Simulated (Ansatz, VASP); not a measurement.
GaAs in VASP and in Ansatz

Contents of INCAR:

```
SYSTEM = GaAs
ALGO = Normal
EDIFF = 1E-7
ENCUT = 520
GGA = PS
GGA_COMPAT = .FALSE.
ISIF = 2
ISMEAR = -1
LASPH = .TRUE.
LCHARG = .FALSE.
LORBIT = 11
LORBMOM = .TRUE.
LREAL = .FALSE.
LSORBIT = .TRUE.
LWAVE = .FALSE.
MAGMOM = 0 0 0 0 0 0
NBANDS = 30
NELM = 150
PREC = Accurate
SIGMA = 0.01
```

File KPOINTS:

```
k-points
0
G
  8 8 8
  0 0 0
```

The input POSCAR:

```
GaAs
1.0
    2.8037835605      2.8037835605      0.0000000000
   -2.8037835605      2.8037835605      0.0000000000
    0.0000000000      2.8037835605      2.8037835605
Ga As
1 1
Direct
    0.0000000000      0.0000000000      0.0000000000
    0.7500000000      0.2500000000      0.5000000000
```

Input for Ansatz:

```yaml
crystal:
  lattice:
    - [2.80378356048, 2.80378356048, 0.0]
    - [-2.80378356048, 2.80378356048, 0.0]
    - [0.0, 2.80378356048, 2.80378356048]
  atoms:
    - { symbol: Ga, position: [0.0, 0.0, 0.0] }
    - { symbol: As, position: [0.75, 0.25, 0.5] }
kpoints:
  mp_grid: { grid: [8, 8, 8] }
scf:
  occupations: { method: fermi_dirac, width: 0.01 }
  convergence: { dr2_threshold: 1.0e-10 }
hamiltonian:
  xc: pbesol
  pseudopotentials: { kind: all_electron, lapw: { basis_error: 0.0005 } }
magnetization:
  noncollinear: true
  spin_orbit: true
output:
  forces: true
  stress: true
  eigenstates:
    kpoints:
      - [0.0, 0.0, 0.0]
      - [0.5, 0.0, 0.0]
      - [0.0, 0.5, 0.5]
      - [0.0, -0.5, 0.0]
      - [0.5, 0.0, 0.5]
      - [-0.5, -0.5, -0.5]
      - [-0.5, 0.5, 0.0]
      - [0.0, 0.0, -0.5]
  eigenvalues: true
```

Alike in both runs: task single point; functional PBEsol; k mesh 8 × 8 × 8; occupations fermi-dirac, width 0.01 eV; non-collinear spin, spin-orbit coupling.

|  | VASP | Ansatz |
| --- | --- | --- |
| version | VASP 6.6.1 | Ansatz 0.2.0 |
| potentials or method | VASP PAW PBE potentials, release 64 (Ga_d, As), cutoff 520 eV | all-electron LAPW |

```tsv
	VASP	Ansatz	Ansatz less VASP
pressure (GPa)	2.2	2.0	-0.18
```

VASP's potentials were made for PBE, not for PBEsol. Ansatz ran all-electron here, and VASP with PAW potentials.
